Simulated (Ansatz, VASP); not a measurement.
Two plane-wave programs on Ni

```
Ni
1.0
     0.00000    1.73877    1.73877
     1.73877    0.00000    1.73877
     1.73877    1.73877    0.00000
Ni
1
Direct
  0.50000 0.50000 0.50000
```

Alike in both runs: functional r2SCAN; k mesh 28 × 28 × 28; occupations gaussian, width 0.1 eV; collinear spin.

Ansatz relaxed the structure, and its values are those at the end. VASP's run is a single point on that final structure, the one shown.

|  | VASP | Ansatz |
| --- | --- | --- |
| version | VASP 6.6.1 | Ansatz 0.2.0 |
| potentials or method | VASP PAW PBE potentials, release 64 (Ni), cutoff 520 eV | scalar-relativistic, plane waves, PAW |
| valence electrons in the cell | 10 | 18 |

VASP gave:

- gap on the k mesh at the Fermi level (eV): none
- pressure (GPa): 0.5
- net moment per atom (μB): 0.72
- size of the moment on the site where the two differ most (μB): 0.73

What did Ansatz give for the same quantities?

gap on the k mesh at the Fermi level (eV): none; pressure (GPa): 0.0; net moment per atom (μB): 0.73; size of the moment on the site where the two differ most (μB): 0.80.

VASP's potentials were made for PBE, not for r2SCAN. Site moments also hang on the region over which each program counts them. A gap of «none» marks a metal or a gap that the smearing closes. The functional is the same, so the differences come from potentials, cutoffs and numerics. VASP's potentials hold 10 valence electrons a cell and Ansatz's 18, so a difference there can come from the potentials and not from the codes.
